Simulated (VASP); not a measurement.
Here is a VASP 6.6.1 calculation.

INCAR

```
PREC = Accurate ; ENCUT = 520
EDIFF = 1E-6 ; ISMEAR = -1
SIGMA = 0.02 ; LREAL = F
LASPH = T ; NELM = 60
ALGO = Normal ; ISIF = 2
LWAVE = F ; LCHARG = F
GGA = PE ; NBANDS = 15
```

KPOINTS

```
Automatic mesh
0
Gamma
  6 6 6
```

Contents of POSCAR:

```
KBr
1.0
    0.0000000000      3.7019459889      3.7019459889
    3.7019459889      0.0000000000      3.7019459889
    3.7019459889      3.7019459889      0.0000000000
K Br
1 1
Direct
    0.0000000000      0.0000000000      0.0000000000
    0.2500000000      0.2500000000      0.2500000000
```

Potentials or basis: VASP PAW PBE potentials, release 64 (K_sv, Br).

Command:

```sh
$ cat potpaw_PBE.64/K_sv/POTCAR potpaw_PBE.64/Br/POTCAR > POTCAR
$ mpirun -np 1 vasp_std > vasp.out
```

Question: Estimate the band gap on the k mesh.

Answer: 4.26 eV, indirect (least direct gap 4.28 eV).

Question: Predict the pressure.

Answer: 0.2 GPa.

Caveat: the cell differs from its parent crystal (strain +0.4%). A k mesh can miss the band edges.
